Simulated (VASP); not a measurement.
V:

```xyz
1
Lattice="-1.4750 1.4750 1.4750 1.4750 -1.4750 1.4750 1.4750 1.4750 -1.4750" Properties=species:S:1:pos:R:3 pbc="T T T"
V     0.0000    0.0000    0.0000
```

| Item | Value |
| --- | --- |
| Program | VASP 6.6.1 |
| Task | relaxation of cell and atoms |
| Functional | LDA |
| Potentials or basis | VASP PAW LDA potentials, release 64 (V_sv) |
| Cutoff | 500 eV |
| k mesh | 20 × 20 × 20 |
| Occupations | gaussian, width 0.1 eV |
| Spin | no spin polarisation |

At the start: pressure -4.5 GPa; volume 12.84 Å³/atom.

**Question.** Where does the relaxation end?

**Answer.** Over 6 steps the energy falls by 3.9 meV/atom and the volume is 12.56 Å³/atom (-2.2 %); space group Im-3m (No. 229, to 0.1 Å) before and after.

Step by step:
```tsv
step	energy change (eV)	largest force (eV/Å)	pressure (GPa)	volume (Å³)
1	0.0000	0.0000	-4.48	12.84
2	0.0040	0.0000	6.85	12.18
3	-0.0039	0.0000	-0.04	12.56
4	-0.0039	0.0000	0.06	12.56
5	-0.0039	0.0000	-0.07	12.56
6	-0.0039	0.0000	0.00	12.56
```

Final structure:
```yaml
crystal:
  lattice:
    - [-1.46431, 1.46431, 1.46431]
    - [1.46431, -1.46431, 1.46431]
    - [1.46431, 1.46431, -1.46431]
  atoms:
    - { symbol: V, position: [0.00000, 0.00000, 0.00000] }
```
